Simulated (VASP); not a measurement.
# AlP (F-43m) in VASP: electric field gradients with PBE

Aim: the electric field gradients of AlP with PBE.

All numbers are computed with VASP 6.6.1; they aren't measurements. Logs are shortened: lines on timing, memory, paths and dates and some standing lists are left out, and cuts for length are marked.

**1. The cell of the first run**

It takes space group F-43m (No. 216, cubic). The conventional cell has a = 5.540 Å, b = 5.540 Å, c = 5.540 Å, α = 90.00°, β = 90.00°, γ = 90.00°. Al (site symmetry -43m) has 4 P at 2.40 Å within 3.2 Å. Within 3.2 Å of P (site symmetry -43m) lie 4 Al at 2.40 Å.

**2. Electric field gradients, PBE (21.26 Å³/atom)**

Input file INCAR:

```
SYSTEM = AlP
  PREC = Accurate
  ENCUT = 400
  EDIFF = 1E-8
  ISMEAR = -1
  SIGMA = 0.03
  LREAL = .False.
  LASPH = .True.
  NELM = 120
  ALGO = Normal
  ISIF = 2
  LWAVE = .False.
  LCHARG = .False.
  GGA = PE
  LEFG = .True.
  NBANDS = 11
  GGA_COMPAT = .False.
```

Input file KPOINTS:

```
regular mesh
0
Gamma
  12 12 12
  0 0 0
```

Input file POSCAR:

```
AlP
1.0
    0.0000000000      2.7701882705      2.7701882705
    2.7701882705      0.0000000000      2.7701882705
    2.7701882705      2.7701882705      0.0000000000
Al P
1 1
Direct
    0.0000000000      0.0000000000      0.0000000000
    0.7500000000      0.7500000000      0.7500000000
```

Potentials or basis: VASP PAW PBE potentials, release 64 (Al, P).

Command:

```
$ cat potpaw_PBE.64/Al/POTCAR potpaw_PBE.64/P/POTCAR > POTCAR
$ mpirun -np 1 vasp_std > vasp.out
```

OUTCAR:

```text
SYSTEM = AlP
   PREC = Accurate
   ENCUT = 400
   EDIFF = 1E-8
   ISMEAR = -1
   LREAL = .False.
   LASPH = .True.
   NELM = 120
   ISIF = 2
   GGA = PE

 ion  position               nearest neighbor table
   1  0.000  0.000  0.000-   2 2.40   2 2.40   2 2.40   2 2.40
   2  0.750  0.750  0.750-   1 2.40   1 2.40   1 2.40   1 2.40

  LATTYP: Found a face centered cubic cell.
 ALAT       =     5.5403765410

  Lattice vectors:

 A1 = (   0.0000000000,   2.7701882705,   2.7701882705)
 A2 = (   2.7701882705,   0.0000000000,   2.7701882705)
 A3 = (   2.7701882705,   2.7701882705,   0.0000000000)

Analysis of symmetry for initial positions (statically):
=====================================================================
 Subroutine PRICEL returns:
 Original cell was already a primitive cell.

 Routine SETGRP: Setting up the symmetry group for a
 face centered cubic supercell.

 Subroutine GETGRP returns: Found 24 space group operations
 (whereof 24 operations were pure point group operations)
 out of a pool of 48 trial point group operations.

The static configuration has the point symmetry T_d .

Analysis of symmetry for dynamics (positions and initial velocities):
=====================================================================
 Subroutine PRICEL returns:
 Original cell was already a primitive cell.

 Routine SETGRP: Setting up the symmetry group for a
 face centered cubic supercell.

 Subroutine GETGRP returns: Found 24 space group operations
 (whereof 24 operations were pure point group operations)
 out of a pool of 48 trial point group operations.

The dynamic configuration has the point symmetry T_d .

 Subroutine INISYM returns: Found 24 space group operations
 (whereof 24 operations are pure point group operations),
 and found     1 'primitive' translations

----------------------------------------------------------------------------------------

                                     Primitive cell

  volume of cell :      42.5165

  direct lattice vectors                    reciprocal lattice vectors
     0.000000000  2.770188270  2.770188270    -0.180493147  0.180493147  0.180493147
     2.770188270  0.000000000  2.770188270     0.180493147 -0.180493147  0.180493147
     2.770188270  2.770188270  0.000000000     0.180493147  0.180493147 -0.180493147

  length of vectors
     3.917637822  3.917637822  3.917637822     0.312623302  0.312623302  0.312623302

  position of ions in fractional coordinates (direct lattice)
     0.000000000  0.000000000  0.000000000
     0.750000000  0.750000000  0.750000000

  ion indices of the primitive-cell ions
   primitive index   ion index
                 1           1
                 2           2

----------------------------------------------------------------------------------------

 KPOINTS: regular mesh

Automatic generation of k-mesh.
 Grid dimensions read from file:
 generate k-points for:   12   12   12

 Generating k-lattice:

  Cartesian coordinates                     Fractional coordinates (reciprocal lattice)
    -0.015041096  0.015041096  0.015041096     0.083333333  0.000000000  0.000000000
     0.015041096 -0.015041096  0.015041096     0.000000000  0.083333333  0.000000000
     0.015041096  0.015041096 -0.015041096     0.000000000  0.000000000  0.083333333

  Length of vectors
     0.026051942  0.026051942  0.026051942

  Shift w.r.t. Gamma in fractional coordinates (k-lattice)
     0.000000000  0.000000000  0.000000000

 Subroutine IBZKPT returns following result:
 ===========================================

 Found     72 irreducible k-points:

 Following reciprocal coordinates:
            Coordinates               Weight
  0.000000  0.000000  0.000000      1.000000
  0.083333  0.000000  0.000000      8.000000
  0.166667  0.000000  0.000000      8.000000
  0.250000  0.000000  0.000000      8.000000
  0.333333  0.000000  0.000000      8.000000
  0.416667  0.000000  0.000000      8.000000
[... 16 lines left out ...]
  0.500000  0.166667  0.000000     24.000000
 -0.416667  0.166667  0.000000     24.000000
 [... further k-points ...]
   k-points           NKPTS =     72   k-points in BZ     NKDIM =     72   number of bands    NBANDS=     11
   number of dos      NEDOS =    301   number of ions     NIONS =      2
   total plane-waves  NPLWV =  21952
   dimension x,y,z NGX =    28 NGY =   28 NGZ =   28
   dimension x,y,z NGXF=    56 NGYF=   56 NGZF=   56
   ions per type =               1   1
   NGX,Y,Z   is equivalent  to a cutoff of  11.88, 11.88, 11.88 a.u.
   NGXF,Y,Z  is equivalent  to a cutoff of  23.76, 23.76, 23.76 a.u.
 SYSTEM =  AlP
   PREC   = accura    normal or accurate (medium, high low for compatibility)
   ISTART =      0    job   : 0-new  1-cont  2-samecut
   ICHARG =      2    charge: 1-file 2-atom 10-const
   ISPIN  =      1    spin polarized calculation?
   LNONCOLLINEAR =      F non collinear calculations
   LSORBIT =      F    spin-orbit coupling
   LASPH  =      T    aspherical Exc in radial PAW
   ENCUT  =  400.0 eV  29.40 Ry    5.42 a.u.   6.39  6.39  6.39*2*pi/ulx,y,z
   NELM   =    120;   NELMIN=  2; NELMDL= -5     # of ELM steps
   EDIFF  = 0.1E-07   stopping-criterion for ELM
   LREAL  =      F    real-space projection
   EDIFFG = 0.1E-06   stopping-criterion for IOM
   NSW    =      0    number of steps for IOM
   IBRION =     -1    ionic relax: 0-MD 1-quasi-New 2-CG
   NFREE  =      0    steps in history (QN), initial steepest desc. (CG)
   ISIF   =      2    stress and relaxation
   ISYM   =      2    0-nonsym 1-usesym 2-fastsym
   POTIM  = 0.5000    time-step for ionic-motion
   TEBEG  =    0.0;   TEEND  =   0.0 temperature during run
   PSTRESS=    0.0 pullay stress
   NELECT =       8.0000    total number of electrons
   NUPDOWN=      -1.0000    fix difference up-down
   EMIN   =  10.00;   EMAX   =-10.00  energy-range for DOS
   EFERMI =   0.00;   METHOD = LEGACY
   ISMEAR =    -1;   SIGMA  =   0.03  broadening in eV -4-tet -1-fermi 0-gaus
   EFERMI_NEDOS =   21; number of points for ismear=-14 and -15
   IALGO  =     38    algorithm
   IMIX   =      4    mixing-type and parameters
     AMIX     =   0.40;   BMIX     =  1.00
     AMIX_MAG =   1.60;   BMIX_MAG =  1.00
  volume/ion in A,a.u.               =      21.26       143.46
  Fermi-wavevector in a.u.,A,eV,Ry     =   0.938107  1.772764 11.973726  0.880044
  Thomas-Fermi vector in A             =   2.065285
   LORBIT       =      0    0 simple, 1 ext, 2 COOP (PROOUT), +10 PAW based schemes
   GGA     = PE    functional components
   LHFCALC =     F    Hartree Fock is set to
   AEXX    =    0.0000 exact exchange contribution
   IVDW    =     0    specifies the selected vdW correction
   LEPSILON=     F    determine dielectric tensor
   LRPA    =     F    only Hartree local field effects (RPA)
 non-spin polarized calculation
  energy-cutoff  :      400.00
  volume of cell :       42.52
 maximum number of plane-waves:       789
 NGX is ok and might be reduce to    28
   NGX = 13   NGY = 13   NGZ = 13

 number of electron       8.0000001 magnetization

 Free energy of the ion-electron system (eV)
  ---------------------------------------------------
  ext. energy  EPLUGINS =         0.00000000
  ---------------------------------------------------
  free energy    TOTEN  =       -10.37360827 eV

  energy without entropy =      -10.37360827  energy(sigma->0) =      -10.37360827

 E-fermi :   4.7863     XC(G=0):  -9.0397

 val. band max:        4.1866772390   @ k =   0.0000   0.0000   0.0000
 cond. band min:       5.8498994781   @ k =   0.5000   0.5000   0.0000
 fundamental gap:      1.6632222391
 Fermi energy:         4.7863198115

 k-point     1 :       0.0000    0.0000    0.0000
  band No.  band energies     occupation
      1      -7.0729      2.00000
      2       4.1867      2.00000
      3       4.1867      2.00000
      4       4.1867      2.00000
      5       7.1205      0.00000
      6       8.6866      0.00000
      7       8.6866      0.00000
      8       8.6866      0.00000
      9      12.9727      0.00000
     10      12.9727      0.00000
     11      14.1769      0.00000

 k-point     2 :       0.0833    0.0000    0.0000
  band No.  band energies     occupation
      1      -6.9996      2.00000
      2       3.5564      2.00000
      3       4.1194      2.00000
      4       4.1194      2.00000
      5       7.5011      0.00000
      6       8.8012      0.00000
      7       8.8192      0.00000
      8       8.8192      0.00000
      9      12.7078      0.00000
     10      12.7078      0.00000
     11      14.5345      0.00000

 k-point     3 :       0.1667    0.0000    0.0000
  band No.  band energies     occupation
      1      -6.7852      2.00000
      2       2.3462      2.00000
      3       3.9538      2.00000
      4       3.9538      2.00000
      5       7.5967      0.00000
      6       9.1059      0.00000
      7       9.1059      0.00000
      8       9.6211      0.00000
      9      12.3511      0.00000
     10      12.3511      0.00000
     11      14.8458      0.00000

 k-point     4 :       0.2500    0.0000    0.0000
  band No.  band energies     occupation
      1      -6.4501      2.00000
      2       1.0898      2.00000
      3       3.7606      2.00000
      4       3.7606      2.00000
      5       7.3349      0.00000
      6       9.2713      0.00000
      7       9.2713      0.00000
      8      10.8447      0.00000
      9      12.4634      0.00000
     10      12.4634      0.00000
     11      14.3912      0.00000
[... 239 lines left out ...]
 k-point    22 :       0.4167    0.1667    0.0000
  band No.  band energies     occupation
      1      -5.6914      2.00000
      2      -0.2343      2.00000
      3       2.5481      2.00000
      4       2.9980      2.00000
      5       7.4595      0.00000
      6       9.2429      0.00000
      7      10.3118      0.00000
      8      10.3131      0.00000
      9      14.1496      0.00000
     10      15.2797      0.00000
     11      15.8951      0.00000

 k-point    23 :       0.5000    0.1667    0.0000
  band No.  band energies     occupation
      1      -5.3857      2.00000
      2      -0.8230      2.00000
      3       2.2589      2.00000
      4       3.0373      2.00000
      5       7.4542      0.00000
      6       9.1582      0.00000
      7      10.0621      0.00000
      8      11.4341      0.00000
      9      14.2361      0.00000
     10      15.5437      0.00000
     11      16.6330      0.00000

 k-point    24 :      -0.4167    0.1667    0.0000
  band No.  band energies     occupation
      1      -5.3372      2.00000
      2      -0.9060      2.00000
      3       2.0817      2.00000
      4       3.1764      2.00000
      5       7.5803      0.00000
      6       9.1330      0.00000
      7       9.8759      0.00000
      8      12.2904      0.00000
      9      13.9948      0.00000
     10      14.0883      0.00000
     11      16.1257      0.00000

 [... further k-points ...]

------------------------ aborting loop because EDIFF is reached ----------------------------------------

  FORCE on cell =-STRESS in cart. coord.  units (eV):
  Direction    XX          YY          ZZ          XY          YZ          ZX
  --------------------------------------------------------------------------------------
  -------------------------------------------------------------------------------------
  Total       -0.3976680     -0.3976680     -0.3976680      0.0000000     -0.0000000      0.0000000
  in kB      -14.9855731    -14.9855731    -14.9855731      0.0000000     -0.0000000      0.0000000
  external PRESSURE =     -14.9855731 kB  Pullay stress =       0.0000000 kB

 VOLUME and BASIS-vectors are now :
 -----------------------------------------------------------------------------
  energy-cutoff  :      400.00
  volume of cell :       42.52
      direct lattice vectors                 reciprocal lattice vectors
     0.000000000  2.770188270  2.770188270    -0.180493147  0.180493147  0.180493147
     2.770188270  0.000000000  2.770188270     0.180493147 -0.180493147  0.180493147
     2.770188270  2.770188270  0.000000000     0.180493147  0.180493147 -0.180493147

 POSITION                                       TOTAL-FORCE (eV/Angst)
 -----------------------------------------------------------------------------------
      0.00000      0.00000      0.00000        -0.000000     -0.000000     -0.000000
      4.15528      4.15528      4.15528         0.000000      0.000000      0.000000
 -----------------------------------------------------------------------------------
    total drift:                                0.000000      0.000000      0.000000

  FREE ENERGIE OF THE ION-ELECTRON SYSTEM (eV)
  ---------------------------------------------------
  free  energy   TOTEN  =       -10.3736082653 eV

  energy  without entropy=      -10.3736082653  energy(sigma->0) =      -10.37360827

 Electric field gradients (V/A^2)
---------------------------------------------------------------------
 ion       V_xx      V_yy      V_zz      V_xy      V_xz      V_yz
---------------------------------------------------------------------
   1      -0.000    -0.000     0.000    -0.000    -0.000    -0.000
   2      -0.000    -0.000     0.000     0.000     0.000     0.000
---------------------------------------------------------------------

 Electric field gradients after diagonalization (V/A^2)
 (convention: |V_zz| > |V_xx| > |V_yy|)
----------------------------------------------------------------------
 ion       V_xx      V_yy      V_zz     asymmetry (V_yy - V_xx)/ V_zz
----------------------------------------------------------------------
   1       0.000     0.000    -0.000       0.000
   2      -0.000    -0.000     0.001       0.000
----------------------------------------------------------------------

           NMR quadrupolar parameters

 Cq : quadrupolar parameter    Cq=e*Q*V_zz/h
 eta: asymmetry parameters     (V_yy - V_xx)/ V_zz
 Q  : nuclear electric quadrupole moment in mb (millibarn)
----------------------------------------------------------------------
 ion       Cq(MHz)       eta       Q (mb)
----------------------------------------------------------------------
   1      -0.000       0.000       1.000
   2       0.000       0.000       1.000
----------------------------------------------------------------------
```

Wall time 16 s (1 thread of Intel Xeon 6975P-C (Granite Rapids), shared host); peak memory 0.16 GiB.

What came out:

```
Free energy                             : -10.3736 eV
Pressure                                : -1.5 GPa
Band gap on the k mesh                  : 1.66 eV (least direct gap 2.93 eV)
Largest electric field gradient by atom : zero within the noise of the run
```

Levels at points of the mesh, in eV from the valence-band top:
| k point | band 2 | band 3 | band 4 | band 5 | band 6 | band 7 |
| --- | --- | --- | --- | --- | --- | --- |
| (0.00, 0.00, 0.00) | 0.00 | 0.00 | 0.00 | 2.93 | 4.50 | 4.50 |
| (0.50, 0.00, 0.00) | -5.34 | -0.74 | -0.74 | 2.65 | 4.81 | 4.81 |
| (0.50, 0.50, 0.00) | -5.16 | -2.01 | -2.01 | 1.66 | 2.48 | 10.70 |

A k mesh can miss the band edges.
